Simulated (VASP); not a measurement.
TaN: single point with PBEsol

The system is TaN.

```
Ta N
1.0
     5.07545    0.00000    0.00000
    -2.53772    4.39547    0.00000
     0.00000    0.00000    3.09534
Ta N
3 3
Direct
  0.00000 0.00000 0.00000
  0.33333 0.66667 0.50000
  0.66667 0.33333 0.50000
  0.50000 0.00000 0.00000
  0.50000 0.50000 0.00000
  0.00000 0.50000 0.00000
```

```json
{
  "Program": "VASP 6.6.1",
  "Task": "single point",
  "Functional": "PBEsol",
  "Potentials or basis": "VASP PAW PBE potentials, release 64 (Ta_pv, N)",
  "Cutoff": "520 eV",
  "k mesh": "12 × 12 × 18",
  "Occupations": "tetrahedron",
  "Spin": "no spin polarisation",
  "Dipole correction": "no",
  "Further INCAR settings": "ALGO = Normal; EDIFF = 1e-06; NBANDS = 33"
}
```

- Pressure: -9.1 GPa
- Band gap on the k mesh: zero (bands 24 and 25 overlap by 1.31 eV)

Stress tensor (GPa, compression positive):
```
  1.59   0.00   0.00
  0.00   1.59   0.00
  0.00   0.00 -30.49
```

Levels at points of the mesh, in eV from the Fermi level:
```tsv
k point	band 20	band 21	band 22	band 23	band 24	band 25	band 26	band 27	band 28	band 29
(0.00, 0.00, 0.00)	-2.18	-2.18	-1.89	-1.36	-0.99	-0.99	0.17	0.17	1.93	1.95
(0.50, 0.00, 0.00)	-4.88	-3.27	-2.01	-1.63	-0.27	1.39	1.63	1.67	1.78	1.81
(0.00, 0.00, 0.50)	-3.69	-2.34	-2.34	-1.49	0.32	0.92	0.92	1.96	2.89	2.89
(0.50, 0.00, 0.50)	-4.19	-3.04	-2.88	-2.46	-0.84	1.24	1.42	1.98	2.46	3.85
```

Wall time 6.2 min on 1 thread of Intel Xeon 8259CL (shared host), peak memory 0.44 GiB.

Caveat: the cell stands under tension; the PAW data sets were made with another functional, which shifts forces and pressure a little; spin-orbit coupling is left out, which moves the levels of the heavy elements; tetrahedron occupations give inexact forces and stress in metals.
